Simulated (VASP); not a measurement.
Ti2Co: single point with PBEsol

The system is Ti2Co.

```xyz
6
Lattice="0.0000 3.5244 3.5244 3.5244 0.0000 3.5244 3.5244 3.5244 0.0000" Properties=species:S:1:pos:R:3 pbc="T T T"
Ti    0.8811    0.8811    0.8811
Ti    0.8811    2.6433    2.6433
Ti    2.6433    2.6433    0.8811
Ti    2.6433    0.8811    2.6433
Co    3.5244    3.5244    3.5244
Co    5.2866    5.2866    5.2866
```

This cell differs from its parent crystal: equal strain along all axes, cell held: +1.0 %.

| Item | Value |
| --- | --- |
| Program | VASP 6.6.1 |
| Task | single point |
| Functional | PBEsol |
| Potentials or basis | VASP PAW PBE potentials, release 64 (Ti_sv, Co) |
| Cutoff | 520 eV |
| k mesh | 10 × 10 × 10 |
| Occupations | gaussian, width 0.1 eV |
| Spin | collinear spin, ferromagnetic start |
| Starting moments | [0.0, 0.0, 0.0, 0.0, 1.11, 1.11] μB |

The pressure is -3.4 GPa and the band gap on the k mesh is zero (filled and empty bands overlap). The net moment is 2.00 μB per cell, the site moments are Ti +0.00; Co +1.10 μB and the valence electrons inside the program's atomic spheres are Ti 10.56; Co 7.93.

Levels at points of the mesh, in eV from the Fermi level:
Spin up:
```
           k point  band 32  band 33  band 34  band 35  band 36  band 37
(0.00, 0.00, 0.00)    -0.37    -0.37    -0.37    -0.16    -0.16     3.37
(0.50, 0.00, 0.00)    -0.54    -0.15    -0.15     0.60     0.60     0.68
(0.50, 0.50, 0.00)    -0.77     0.13     0.13     0.22     0.22     1.30
```
Spin down:
| k point | band 28 | band 29 | band 30 | band 31 | band 32 | band 33 | band 34 | band 35 | band 36 | band 37 |
| --- | --- | --- | --- | --- | --- | --- | --- | --- | --- | --- |
| (0.00, 0.00, 0.00) | -0.74 | -0.65 | -0.65 | -0.65 | 0.22 | 0.22 | 0.25 | 0.25 | 0.25 | 3.40 |
| (0.50, 0.00, 0.00) | -0.47 | -0.37 | -0.31 | -0.31 | -0.12 | -0.12 | -0.05 | 0.75 | 1.10 | 1.10 |
| (0.50, 0.50, 0.00) | -0.93 | -0.83 | -0.83 | -0.01 | -0.01 | 0.28 | 0.28 | 0.81 | 0.81 | 1.39 |

Wall time 13 min on 1 thread of Intel(R) Xeon(R) Platinum 8259CL CPU @ 2.50GHz (Skylake/Cascade Lake), with other jobs on the host, peak memory 0.46 GiB.

Caveat: the cell differs from its parent crystal (equal strain along all axes, cell held: +1.0 %); the cell stands under tension; the PAW data sets were made with another functional, which shifts forces and pressure a little.
